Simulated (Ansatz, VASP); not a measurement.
## One calculation of W, two programs

```
W
1.0
     2.84451    0.00000    0.00000
    -1.42226    2.46342    0.00000
     0.00000    0.00000    4.60811
W
2
Cartesian
  0.0711 1.6833 1.2672
  1.3511 0.7801 3.3409
```

Change from the starting cell: shortest bond scaled by 1.1, LAPW.

Alike in both runs: task single point; functional PBEsol; k mesh 12 × 12 × 7; occupations fermi-dirac, width 0.05 eV; no spin polarisation.

|  | VASP | Ansatz |
| --- | --- | --- |
| version | VASP 6.6.1 | Ansatz 0.2.0 |
| potentials or method | VASP PAW PBE potentials, release 64 (W_sv), cutoff 520 eV | all-electron LAPW, scalar-relativistic |

```csv
,VASP,Ansatz,Ansatz less VASP
pressure (GPa),4.1,3.3,-0.77
"traceless stress, the component that is largest in VASP (GPa)",-4.99,-4.90,+0.087
rms of the force components (eV/Å),1.756,1.724,-0.0322
```

VASP's potentials were made for PBE, not for PBEsol. Atom by atom the forces differ by 0.033 eV/Å (rms over components). Ansatz ran all-electron here, and VASP with PAW potentials.

Neither program's run includes spin-orbit coupling.
